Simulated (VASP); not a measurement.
Y3V:

```
CELL_PARAMETERS angstrom
0.00000 3.81222 3.81222
3.81222 0.00000 3.81222
3.81222 3.81222 0.00000
ATOMIC_POSITIONS crystal
Y 0.25000 0.25000 0.25000
Y 0.75000 0.75000 0.75000
Y 0.50000 0.50000 0.50000
V 0.00000 0.00000 0.00000
```

```yaml
Program: VASP 6.6.1
Task: relaxation of cell and atoms
Functional: PBE
Potentials_or_basis: VASP PAW PBE potentials, release 64 (Y_sv, V_sv)
Cutoff: 600 eV
k_mesh: 10 × 10 × 10
Occupations: gaussian, width 0.1 eV
Spin: no spin polarisation
```

At the start: pressure -2.4 GPa; volume 27.70 Å³/atom.

Task: Where does the relaxation end?

Result: Over 5 steps the energy falls by 10.9 meV/atom and the volume is 26.29 Å³/atom (-5.1 %); space group Fm-3m (No. 225, to 0.1 Å) before and after.

The path:
```tsv
step	energy change (eV)	largest force (eV/Å)	pressure (GPa)	volume (Å³)
1	0.0000	0.0000	-2.36	110.81
2	-0.0167	0.0000	0.44	104.39
3	-0.0372	0.0000	-0.97	107.25
4	-0.0435	0.0000	-0.06	105.27
5	-0.0436	0.0000	-0.02	105.16
```

Final structure:
```cif
data_structure
_symmetry_space_group_name_H-M 'P 1'
_symmetry_Int_Tables_number 1
_cell_length_a 5.2981
_cell_length_b 5.2981
_cell_length_c 5.2981
_cell_angle_alpha 60.000
_cell_angle_beta 60.000
_cell_angle_gamma 60.000
_cell_volume 105.16
loop_
_atom_site_label
_atom_site_type_symbol
_atom_site_fract_x
_atom_site_fract_y
_atom_site_fract_z
_atom_site_occupancy
Y1 Y 0.25000 0.25000 0.25000 1
Y2 Y 0.75000 0.75000 0.75000 1
Y3 Y 0.50000 0.50000 0.50000 1
V1 V 0.00000 0.00000 0.00000 1
```
